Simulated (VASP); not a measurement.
**HfO2: single point with PBE**

The system is HfO2.

```xyz
3
Lattice="0.0000 2.5870 2.5870 2.5488 0.0382 2.5488 2.5488 2.5488 0.0382" Properties=species:S:1:pos:R:3 pbc="T T T"
Hf    0.0000    0.0000    0.0000
O     1.2744    1.2935    1.2935
O     3.8232    3.8806    3.8806
```

This cell differs from its parent crystal: strain +0.0300 x Voigt [0, 0, 0, 1, 0, 0].

```yaml
Program: VASP 6.6.1
Task: single point
Functional: PBE
Potentials_or_basis: VASP PAW PBE potentials, release 64 (Hf_pv, O)
Cutoff: 520 eV
k_mesh: 8 × 8 × 8
Occupations: gaussian, width 0.05 eV
Spin: no spin polarisation
Dipole_correction: no
Further_INCAR_settings: ALGO = Normal; EDIFF = 1e-06; NBANDS = 18
```

```yaml
Pressure: -3.4 GPa
Largest_force: 0.183 eV/Å
Band_gap_on_the_k_mesh: 3.76 eV, direct
```

Forces in eV/Å, atoms in the order of the input:
```
Hf   0.000  0.000  0.000
O   -0.183  0.000  0.000
O    0.183  0.000  0.000
```

Stress tensor (GPa, compression positive):
```
-3.39  0.00  0.00
 0.00 -3.36 -2.52
 0.00 -2.52 -3.36
```

Levels at points of the mesh, in eV from the valence-band top:
```tsv
k point	band 9	band 10	band 11	band 12	band 13	band 14
(0.00, 0.00, 0.00)	-0.62	-0.60	-0.58	3.85	3.85	5.71
(0.50, 0.00, 0.00)	-2.72	-1.82	-1.76	4.46	4.59	6.70
(0.00, 0.50, 0.00)	-2.66	-1.86	-1.80	4.52	4.66	6.97
(0.50, 0.50, 0.00)	-1.50	-1.50	0.00	3.76	5.43	6.45
(0.00, 0.50, 0.50)	-1.69	-1.30	0.00	3.77	5.42	6.48
```

Wall time 22 s on 1 thread of Intel(R) Xeon(R) 6975P-C (Granite Rapids), on a shared host, peak memory 0.19 GiB.

Caveat: the cell differs from its parent crystal (strain +0.0300 x Voigt [0, 0, 0, 1, 0, 0]); spin-orbit coupling is left out, which moves the levels of the heavy elements. A k mesh can miss the band edges.
